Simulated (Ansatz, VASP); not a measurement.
**Ir: VASP beside Ansatz**

Contents of POSCAR:

```
Ir
1.0
    2.4815209647      0.0000000000      0.0000000000
    0.0000000000      2.4815209647      0.0000000000
    0.0000000000      0.0000000000      2.4815209647
Ir
1
Direct
    0.0000000000      0.0000000000      0.0000000000
```

INCAR.step1

```
SYSTEM = Ir
PREC = Accurate ; ENCUT = 600
ISMEAR = -1 ; SIGMA = 0.05
LREAL = .False. ; LASPH = .True.
NELM = 150 ; ISPIN = 2
MAGMOM = 1 ; LMAXMIX = 4
GGA = PE ; ALGO = Normal
EDIFF = 1E-4 ; LWAVE = .True.
LCHARG = .False.
```

The input INCAR.step2:

```
SYSTEM = Ir
PREC = Accurate ; ENCUT = 600
EDIFF = 1E-6 ; ISMEAR = -1
SIGMA = 0.05 ; LREAL = .False.
LASPH = .True. ; NELM = 150
ALGO = Normal ; ISIF = 3
LWAVE = .False. ; LCHARG = .False.
ISPIN = 2 ; MAGMOM = 1
LORBIT = 11 ; LMAXMIX = 4
METAGGA = R2SCAN ; LMIXTAU = .True.
IBRION = 2 ; NSW = 80
EDIFFG = -0.01 ; ISTART = 1
```

KPOINTS

```
Automatic mesh
0
Gamma
  13 13 13
  0 0 0
```

Input for Ansatz:

```yaml
crystal:
  lattice:
    - [2.4815209647, 0.0, 0.0]
    - [0.0, 2.4815209647, 0.0]
    - [0.0, 0.0, 2.4815209647]
  atoms:
    - { symbol: Ir, position: [0.0, 0.0, 0.0], spin: 1.0 }
hamiltonian:
  xc: r2scan
  pseudopotentials:
    kind: paw
    azcp:
      Ir: "pseudopotentials/Ir.paw.azcp"
basis:
  ecutwfc: 500
  fft_grid_basis: typed
kpoints:
  mp_grid: { grid: [13, 13, 13], shift: [0, 0, 0] }
magnetization:
  spin_polarized: true
scf:
  occupations: { method: fermi_dirac, width: 0.05 }
relax:
  max_steps: 60
  f_tol: 0.01
  cell: {}
```

Alike in both runs: task relaxation of cell and atoms; functional r2SCAN; k mesh 13 × 13 × 13; occupations fermi-dirac, width 0.05 eV; collinear spin.

|  | VASP | Ansatz |
| --- | --- | --- |
| version | VASP 6.6.1 | Ansatz 0.2.0 |
| potentials or method | VASP PAW PBE potentials, release 64 (Ir), cutoff 600 eV | plane waves (500 eV) with PAW, scalar-relativistic |
| valence electrons in the cell | 9 | 17 |

|  | VASP | Ansatz | Ansatz less VASP |
| --- | --- | --- | --- |
| net moment per atom (μB) | 0.00 | 0.00 | 0.000 |
| relaxed volume (Å³/atom) | 16.73 | 16.64 | -0.097 |
| relaxed cell length with the largest relative difference (Å) | 2.558 | 2.553 | -0.0050 |

VASP's potentials were made for PBE, not for r2SCAN. VASP's potentials hold 9 valence electrons a cell and Ansatz's 17, so a difference there can come from the potentials and not from the codes. Ansatz's warnings: seeded moment not kept.

Spin-orbit coupling is off throughout.
